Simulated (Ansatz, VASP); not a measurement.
AlRu: VASP beside Ansatz

```
Ru Al
1.0
     2.97000    0.00000    0.00000
     0.00000    2.97000    0.00000
     0.00000    0.00000    2.97000
Ru Al
1 1
Cartesian
  0.0000 0.0000 0.0000
  1.4850 1.4850 1.4850
```

Alike in both runs: task relaxation of cell and atoms; functional LDA; k mesh 14 × 14 × 14; occupations gaussian, width 0.1 eV; no spin polarisation.

|  | VASP | Ansatz |
| --- | --- | --- |
| version | VASP 6.6.1 | Ansatz 0.2.0 |
| potentials or method | VASP PAW LDA potentials, release 64 (Ru_pv, Al), cutoff 500 eV | scalar-relativistic, plane waves, PAW |
| valence electrons in the cell | 17 | 19 |

|  | VASP | Ansatz | Ansatz less VASP |
| --- | --- | --- | --- |
| gap on the k mesh at the Fermi level, each at its own relaxed structure (eV) | none | none | - |
| relaxed volume (Å³/atom) | 12.92 | 12.89 | -0.035 |
| relaxed cell length with the largest relative difference (Å) | 2.957 | 2.954 | -0.0026 |

Ansatz warns that its potentials were made for another functional, while VASP's fit it. LDA's correlation is that of Perdew and Zunger in VASP and of Perdew and Wang (1992) in Ansatz. A gap of «none» marks a metal or a gap that the smearing closes. VASP's potentials hold 17 valence electrons a cell and Ansatz's 19, so a difference there can come from the potentials and not from the codes.
